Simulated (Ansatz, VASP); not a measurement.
# WS2: VASP beside Ansatz

```
W S
1.0
     3.18000    0.00000    0.00000
    -1.59000    2.75396    0.00000
     0.00000    0.00000   12.50000
W S
2 4
Direct
  0.32375 0.67338 0.25245
  0.65426 0.32681 0.75050
  0.32860 0.67888 0.61840
  0.66656 0.33427 0.11972
  0.33962 0.66972 0.87938
  0.66555 0.32387 0.37626
```

Change from the starting cell: atoms moved at random, drawn with an rms of 0.05 Å.

Alike in both runs: task single point; functional PBE; k mesh 10 × 10 × 3; occupations fermi-dirac, width 0.05 eV; no spin polarisation.

|  | VASP | Ansatz |
| --- | --- | --- |
| version | VASP 6.6.1 | Ansatz 0.2.0 |
| potentials or method | VASP PAW PBE potentials, release 64 (W_sv, S), cutoff 520 eV | all-electron LAPW, scalar-relativistic |

Ansatz gave:

* gap on the k mesh at the Fermi level (eV): 1.03
* least direct gap on the mesh (eV): 2.03
* pressure (GPa): -2.6
* traceless stress, the component that is largest in VASP (GPa): -2.64
* rms of the force components (eV/Å): 0.770

Q: Estimate VASP's values.

A: gap on the k mesh at the Fermi level (eV): 1.05; least direct gap on the mesh (eV): 2.04; pressure (GPa): -2.7; traceless stress, the component that is largest in VASP (GPa): -2.63; rms of the force components (eV/Å): 0.771.

Atom by atom the forces differ by 0.001 eV/Å (rms over components). Ansatz ran all-electron here, and VASP with PAW potentials.

Spin-orbit coupling is off throughout.
